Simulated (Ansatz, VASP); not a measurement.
# Two plane-wave programs on Cu

Contents of INCAR:

```
PREC = Accurate
ENCUT = 520
EDIFF = 1E-7
ISMEAR = 1
SIGMA = 0.1
LREAL = False
LASPH = True
NELM = 80
ALGO = Normal
ISIF = 2
LWAVE = False
LCHARG = True
GGA = PS
LELF = True
LVHAR = True
NBANDS = 12
```

File KPOINTS:

```
regular mesh
0
Gamma
  2 6 1
```

POSCAR

```
Cu
1.0
   11.5702540000      0.0000000000      0.0000000000
    0.0000000000      2.2382120000      0.0000000000
   -4.5956240000      0.0000000000     21.7433880000
Cu
1
Direct
    0.5000000000      0.5000000000      0.5000000000
```

Input for Ansatz:

```yaml
crystal:
  lattice:
    - [11.570254, 0.0, 0.0]
    - [0.0, 2.238212, 0.0]
    - [-4.595624, 0.0, 21.743388]
  atoms:
    - { symbol: Cu, position: [0.5, 0.5, 0.5] }
basis:
  ecutwfc: 557.833418042754
kpoints:
  mp_grid:
    grid: [2, 6, 1]
hamiltonian:
  xc: pbesol
scf:
  occupations:
    method: cold
output:
  forces: true
  stress: true
```

Alike in both runs: task single point; functional PBEsol; k mesh 2 × 6 × 1; no spin polarisation.

|  | VASP | Ansatz |
| --- | --- | --- |
| version | VASP 6.6.1 | Ansatz 0.2.0 |
| potentials or method | VASP PAW PBE potentials, release 64 (Cu), cutoff 520 eV | plane waves, PAW |
| occupations | methfessel-paxton of order 1, width 0.1 eV | cold |
| valence electrons in the cell | 11 | 19 |

VASP gave:

| Quantity | Value |
| --- | --- |
| pressure (GPa) | 0.0 |
| traceless stress, the component that is largest in VASP (GPa) | 0.06 |

Task: Which values does Ansatz return?

Result: Pressure (GPa): 0.0; traceless stress, the component that is largest in VASP (GPa): 0.05.

VASP's potentials were made for PBE, not for PBEsol. VASP's potentials hold 11 valence electrons a cell and Ansatz's 19, so a difference there can come from the potentials and not from the codes.

The k mesh is coarse, so the values compare programs but aren't converged.
